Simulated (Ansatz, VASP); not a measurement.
One calculation of SrO, two programs

File INCAR:

```
SYSTEM = SrO
PREC = Accurate
ENCUT = 520
EDIFF = 1E-6
ISMEAR = 1
SIGMA = 0.001
LREAL = .FALSE.
LASPH = .TRUE.
NELM = 100
ALGO = Normal
ISIF = 2
LWAVE = .FALSE.
LCHARG = .FALSE.
GGA = PS
NBANDS = 24
```

Contents of KPOINTS:

```
Automatic mesh
0
G
  6 6 4
  0 0 0
```

The input POSCAR:

```
SrO
1.0
    4.2700309501      0.0000000000      0.0000000000
   -2.1350154750      3.6979552777      0.0000000000
    0.0000000000      0.0000000000      5.1444468281
Sr O
2 2
Direct
    0.3333333333      0.6666666667     -0.0625000000
    0.6666666667      0.3333333333      0.4375000000
    0.3333333333      0.6666666667      0.4375000000
    0.6666666667      0.3333333333      0.9375000000
```

Input for Ansatz:

```yaml
crystal:
  lattice:
    - [4.2700309501, 0.0, 0.0]
    - [-2.135015475, 3.6979552777, 0.0]
    - [0.0, 0.0, 5.1444468281]
  atoms:
    - { symbol: Sr, position: [0.3333333333, 0.6666666667, -0.0625] }
    - { symbol: Sr, position: [0.6666666667, 0.3333333333, 0.4375] }
    - { symbol: O, position: [0.3333333333, 0.6666666667, 0.4375] }
    - { symbol: O, position: [0.6666666667, 0.3333333333, 0.9375] }
kpoints:
  mp_grid: { grid: [6, 6, 4] }
hamiltonian:
  xc: pbesol
scf:
  occupations: { method: cold, width: 0.001 }
  n_extra_bands: 5
output:
  forces: true
  stress: true
  eigenvalues: true
```

Alike in both runs: task single point; functional PBEsol; k mesh 6 × 6 × 4; no spin polarisation.

|  | VASP | Ansatz |
| --- | --- | --- |
| version | VASP 6.6.1 | Ansatz 0.2.0 |
| potentials or method | VASP PAW PBE potentials, release 64 (Sr_sv, O) | plane waves |
| plane-wave cutoff (eV) | 520 | 420 |
| occupations | methfessel-paxton of order 1, width 0.001 eV | cold, width 0.001 eV |
| valence electrons in the cell | 32 | 32 |

|  | VASP | Ansatz | Ansatz less VASP |
| --- | --- | --- | --- |
| gap on the k mesh at the Fermi level (eV) | 2.51 | 2.53 | +0.020 |
| pressure (GPa) | -1.2 | -1.7 | -0.50 |

VASP's potentials were made for PBE, not for PBEsol.
